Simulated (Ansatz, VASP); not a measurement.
# Mo3Se: VASP beside Ansatz

INCAR

```
SYSTEM = Mo3Se
PREC = Accurate ; ENCUT = 500
EDIFF = 1E-6 ; ISMEAR = 0
SIGMA = 0.1 ; LREAL = .False.
LASPH = .True. ; NELM = 200
ALGO = Normal ; ISIF = 2
LWAVE = .False. ; LCHARG = .False.
ISPIN = 2 ; MAGMOM = 1 1 1 1 1 1 0 0
LORBIT = 11 ; LMAXMIX = 4
GGA = PE ; NBANDS = 62
GGA_COMPAT = .False.
```

KPOINTS

```
regular mesh
0
Gamma
  4 4 4
  0 0 0
```

The input POSCAR:

```
Mo3Se
1.0
    5.2623253985      0.0000000000      0.0000000000
    0.0000000000      5.2623253985      0.0000000000
    0.0000000000      0.0000000000      5.2623253985
Mo Se
6 2
Direct
    0.0000000000      0.5000000000      0.2500000000
    0.0000000000      0.5000000000      0.7500000000
    0.2500000000      0.0000000000      0.5000000000
    0.7500000000      0.0000000000      0.5000000000
    0.5000000000      0.7500000000      0.0000000000
    0.5000000000      0.2500000000      0.0000000000
    0.0000000000      0.0000000000      0.0000000000
    0.5000000000      0.5000000000      0.5000000000
```

Input for Ansatz:

```yaml
crystal:
  lattice:
    - [5.2623253985, 0.0, 0.0]
    - [0.0, 5.2623253985, 0.0]
    - [0.0, 0.0, 5.2623253985]
  atoms:
    - { symbol: Mo, position: [0.0, 0.5, 0.25], spin: 1.0 }
    - { symbol: Mo, position: [0.0, 0.5, 0.75], spin: 1.0 }
    - { symbol: Mo, position: [0.25, 0.0, 0.5], spin: 1.0 }
    - { symbol: Mo, position: [0.75, 0.0, 0.5], spin: 1.0 }
    - { symbol: Mo, position: [0.5, 0.75, 0.0], spin: 1.0 }
    - { symbol: Mo, position: [0.5, 0.25, 0.0], spin: 1.0 }
    - { symbol: Se, position: [0.0, 0.0, 0.0] }
    - { symbol: Se, position: [0.5, 0.5, 0.5] }
basis:
  ecutwfc: 420
kpoints:
  mp_grid: { grid: [4, 4, 4] }
hamiltonian:
  xc: pbe
scf:
  occupations: { method: gaussian, width: 0.1 }
  lower_state_search: "off"
output:
  forces: true
  stress: true
  eigenvalues: true
  populations: true
magnetization:
  spin_polarized: true
```

Alike in both runs: task single point; functional PBE; k mesh 4 × 4 × 4; occupations gaussian, width 0.1 eV; collinear spin.

|  | VASP | Ansatz |
| --- | --- | --- |
| version | VASP 6.6.1 | Ansatz 0.2.0 |
| potentials or method | VASP PAW PBE potentials, release 64 (Mo_sv, Se), cutoff 500 eV | scalar-relativistic, plane waves, PAW |
| valence electrons in the cell | 96 | 116 |

```csv
,VASP,Ansatz,Ansatz less VASP
gap on the k mesh at the Fermi level (eV),none,none,-
pressure (GPa),-22.3,-22.5,-0.20
net moment per atom (μB),0.00,0.00,0.000
```

A gap of «none» marks a metal or a gap that the smearing closes. The functional is the same, so the differences come from potentials, cutoffs and numerics. VASP's potentials hold 96 valence electrons a cell and Ansatz's 116, so a difference there can come from the potentials and not from the codes. Ansatz's warnings: seeded moment not kept.
